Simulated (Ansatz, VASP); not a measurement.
# Ba3H8: VASP beside Ansatz

```
Ba H
1.0
     6.18426    0.00000    0.00000
     0.00000    6.18426    0.00000
     0.00000    0.00000    6.18426
Ba H
3 8
Direct
  0.50000 0.00000 0.00000
  0.00000 0.50000 0.00000
  0.00000 0.00000 0.50000
  0.83219 0.00000 0.00000
  0.16781 0.00000 0.00000
  0.00000 0.83219 0.00000
  0.00000 0.16781 0.00000
  0.00000 0.00000 0.83219
  0.00000 0.00000 0.16781
  0.00000 0.00000 0.00000
  0.50000 0.50000 0.50000
```

Alike in both runs: task relaxation of cell and atoms; functional PBE; k mesh 4 × 4 × 4; occupations gaussian, width 0.1 eV; no spin polarisation.

|  | VASP | Ansatz |
| --- | --- | --- |
| version | VASP 6.6.1 | Ansatz 0.2.0 |
| potentials or method | VASP PAW PBE potentials, release 64 (Ba_sv, H), cutoff 500 eV | scalar-relativistic, plane waves, PAW |
| valence electrons in the cell | 38 | 38 |

Ansatz gave:

- gap on the k mesh at the Fermi level, each at its own relaxed structure (eV): none
- relaxed volume (Å³/atom): 32.26
- relaxed length of the cell vector where the two differ most in proportion (Å): 7.080

Problem. Which values does VASP return?

Solution. gap on the k mesh at the Fermi level, each at its own relaxed structure (eV): none; relaxed volume (Å³/atom): 32.67; relaxed length of the cell vector where the two differ most in proportion (Å): 7.110.

A gap of «none» marks a metal or a gap that the smearing closes.

Neither program's run includes spin-orbit coupling. Noted on VASP's run: the volume moved by over 15 % at a fixed basis, so the end points are rough.
